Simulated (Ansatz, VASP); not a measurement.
## One calculation of AlN, two programs

INCAR

```
SYSTEM = AlN
ALGO     = Normal         ! electronic algorithm
EDIFF    = 1E-7           ! SCF threshold, eV
ENCUT    = 520            ! plane-wave cutoff, eV
ISIF     = 2              ! what is computed and relaxed
ISMEAR   = 0              ! smearing method
LASPH    = .TRUE.         ! aspherical terms in the spheres
LCHARG   = .TRUE.         ! write CHGCAR
LELF     = .TRUE.         ! ELF
LREAL    = .FALSE.        ! projectors in reciprocal space
LVHAR    = .TRUE.       
LWAVE    = .FALSE.        ! write WAVECAR
NBANDS   = 16             ! bands
NELM     = 100            ! most SCF steps
PREC     = Accurate       ! precision mode
SIGMA    = 0.05           ! smearing width, eV
```

The input KPOINTS:

```
k-points
0
G
  9 9 6
  0 0 0
```

Contents of POSCAR:

```
AlN
1.0
    3.0887424016      0.0000000000      0.0000000000
   -1.5443712008      2.6749293856      0.0000000000
    0.0000000000      0.0000000000      4.9437688231
Al N
2 2
Direct
    0.3341948002      0.6795268192      0.0015212672
    0.6658051998      0.3204731808      0.5015212672
    0.3325646187      0.6551911379      0.3834787328
    0.6674353813      0.3448088621      0.8834787328
```

Input for Ansatz:

```yaml
crystal:
  lattice:
    - [3.0887424016, 0.0, 0.0]
    - [-1.5443712008, 2.6749293856, 0.0]
    - [0.0, 0.0, 4.9437688231]
  atoms:
    - { symbol: Al, position: [0.3341948002, 0.6795268192, 0.0015212672] }
    - { symbol: Al, position: [0.6658051998, 0.3204731808, 0.5015212672] }
    - { symbol: "N", position: [0.3325646187, 0.6551911379, 0.3834787328] }
    - { symbol: "N", position: [0.6674353813, 0.3448088621, 0.8834787328] }
basis:
  ecutwfc: 520.0
kpoints:
  mp_grid: { grid: [9, 9, 6] }
hamiltonian:
  xc: lda
scf:
  occupations: { method: gaussian, width: 0.05 }
output:
  forces: true
  stress: true
  eigenvalues: true
```

Change from the starting cell: mode 4 frozen in at -0.017 Å and mode 5 at +0.034 Å (largest displacements).

Alike in both runs: task single point; functional LDA; k mesh 9 × 9 × 6; occupations gaussian, width 0.05 eV; no spin polarisation.

|  | VASP | Ansatz |
| --- | --- | --- |
| version | VASP 6.6.1 | Ansatz 0.2.0 |
| potentials or method | VASP PAW LDA potentials, release 64 (Al, N), cutoff 520 eV | scalar-relativistic, plane waves, PAW |
| valence electrons in the cell | 16 | 16 |

```csv
,VASP,Ansatz,Ansatz less VASP
gap on the k mesh at the Fermi level (eV),4.41,4.40,-0.005
least direct gap on the mesh (eV),4.41,4.40,-0.005
pressure (GPa),0.6,0.0,-0.62
"traceless stress, the component that is largest in VASP (GPa)",-0.15,-0.17,-0.019
rms of the force components (eV/Å),0.099,0.099,+0.0001
```

LDA's correlation is that of Perdew and Zunger in VASP and of Perdew and Wang (1992) in Ansatz. Atom by atom the forces differ by 0.001 eV/Å (rms over components).
